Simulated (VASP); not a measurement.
Here is a VASP 6.6.1 calculation.

POSCAR

```
Tl2PbCl4
1.0
    5.5654415442     -3.8892107426      0.1868275054
    5.5654415442      3.8892107426      0.1868275054
    0.0729114453      0.0000000000      5.0788612970
Tl Pb Cl
2 1 4
Direct
    0.3619537623      0.3619537623      0.2537104618
    0.6380462377      0.6380462377      0.7462895382
    0.0000000000      0.0000000000      0.0000000000
    0.1169088570      0.6221954078      0.7388738728
    0.3778045922      0.8830911430      0.2611261272
    0.8830911430      0.3778045922      0.2611261272
    0.6221954078      0.1169088570      0.7388738728
```

File INCAR.step1:

```
PREC = Accurate
ENCUT = 520
ISMEAR = -1
SIGMA = 0.03
LREAL = F
LASPH = T
NELM = 100
NBANDS = 43
GGA = PE
ALGO = Normal
EDIFF = 1E-4
LWAVE = T
LCHARG = F
```

The input INCAR.step2:

```
PREC = Accurate
ENCUT = 520
EDIFF = 1E-7
ISMEAR = -1
SIGMA = 0.03
LREAL = F
LASPH = T
NELM = 100
ALGO = Normal
ISIF = 2
LWAVE = F
LCHARG = F
METAGGA = R2SCAN
LMIXTAU = T
LUSE_VDW = T
IVDW_NL = 2
BPARAM = 11.95
CPARAM = 0.0093
NBANDS = 43
ISTART = 1
```

Contents of KPOINTS:

```
regular mesh
0
Gamma
  4 4 4
```

Potentials or basis: VASP PAW PBE potentials, release 64 (Tl_d, Pb_d, Cl).

The run is started by

```console
$ cat potpaw_PBE.64/Tl_d/POTCAR potpaw_PBE.64/Pb_d/POTCAR potpaw_PBE.64/Cl/POTCAR > POTCAR
$ cp INCAR.step1 INCAR
$ mpirun -np 1 vasp_std > vasp.out
$ cp INCAR.step2 INCAR
$ mpirun -np 1 vasp_std > vasp.out
```

Q: Estimate the band gap on the k mesh.

A: 2.20 eV (least direct gap 2.40 eV).

Q: Estimate the pressure.

A: 0.0 GPa.

Q: Predict the largest force.

A: 0.005 eV/Å.

Forces on the atoms (eV/Å):
```
Tl   0.004  0.000  0.000
Tl  -0.004  0.000  0.000
Pb   0.000  0.000  0.000
Cl  -0.001 -0.004 -0.003
Cl   0.001 -0.004  0.003
Cl   0.001  0.004  0.003
Cl  -0.001  0.004 -0.003
```

Caveat: the PAW data sets were made with another functional, which shifts forces and pressure a little; spin-orbit coupling is left out, which moves the levels of the heavy elements. A k mesh can miss the band edges.
